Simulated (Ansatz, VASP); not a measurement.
## Two plane-wave programs on TiC

```
Ti C
1.0
     0.00000    2.14669    2.14669
     2.14669    0.00000    2.14669
     2.14669    2.14669    0.00000
Ti C
1 1
Cartesian
  0.0099 0.0097 0.0060
  2.1368 2.1369 2.1407
```

Change from the starting cell: all atoms moved at random, sigma 0.02 Å a component.

Alike in both runs: task single point; functional PBEsol; k mesh 14 × 14 × 14; occupations gaussian, width 0.15 eV; no spin polarisation.

|  | VASP | Ansatz |
| --- | --- | --- |
| version | VASP 6.6.1 | Ansatz 0.2.0 |
| potentials or method | VASP PAW PBE potentials, release 64 (Ti_sv, C), cutoff 520 eV | scalar-relativistic, plane waves, PAW |
| valence electrons in the cell | 16 | 16 |

VASP gave:

* gap on the k mesh at the Fermi level (eV): none
* pressure (GPa): 0.4
* traceless stress, the component that is largest in VASP (GPa): -0.10
* rms of the force components (eV/Å): 0.180

**Question.** Which values does Ansatz return?

**Answer.** gap on the k mesh at the Fermi level (eV): none; pressure (GPa): 0.1; traceless stress, the component that is largest in VASP (GPa): -0.10; rms of the force components (eV/Å): 0.180.

VASP's potentials were made for PBE, not for PBEsol. Atom by atom the forces differ by 0.000 eV/Å (rms over components). A gap of «none» marks a metal or a gap that the smearing closes.
